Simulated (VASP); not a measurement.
A run of VASP 6.6.1:

Contents of INCAR:

```
ALGO = Normal
EDIFF = 1E-6
ENCUT = 520
GGA = PS
ISIF = 2
ISMEAR = 0
IVDW = 12
LASPH = T
LCHARG = F
LREAL = F
LWAVE = F
NBANDS = 16
NELM = 100
PREC = Accurate
SIGMA = 0.15
```

The input KPOINTS:

```
k-points
0
Gamma
  18 18 6
```

Contents of POSCAR:

```
C
1.0
    2.4580081300     -0.3687012195      0.0000000000
   -1.5483086875      2.3130480930      0.0000000000
    0.0000000000      0.0000000000      6.1194527631
C
4
Direct
    0.0000000000      0.0000000000      0.0025000000
    0.0000000000      0.0000000000      0.5025000000
    0.3333333333      0.6666666667      0.0025000000
    0.6666666667      0.3333333333      0.5025000000
```

Potentials or basis: VASP PAW PBE potentials, release 64 (C).

Run with:

```bash
$ cat potpaw_PBE.64/C/POTCAR > POTCAR
$ mpirun -np 1 vasp_std > vasp.out
```

Hardware: 1 thread of Intel(R) Xeon(R) 6975P-C (Granite Rapids) (shared host).

Task: How long does it take, and how much memory?

Result: It took 2.3 min on 1 thread of Intel(R) Xeon(R) 6975P-C (Granite Rapids) (shared host), peak memory 0.35 GiB. Counts: scf iterations 13, k points 656.
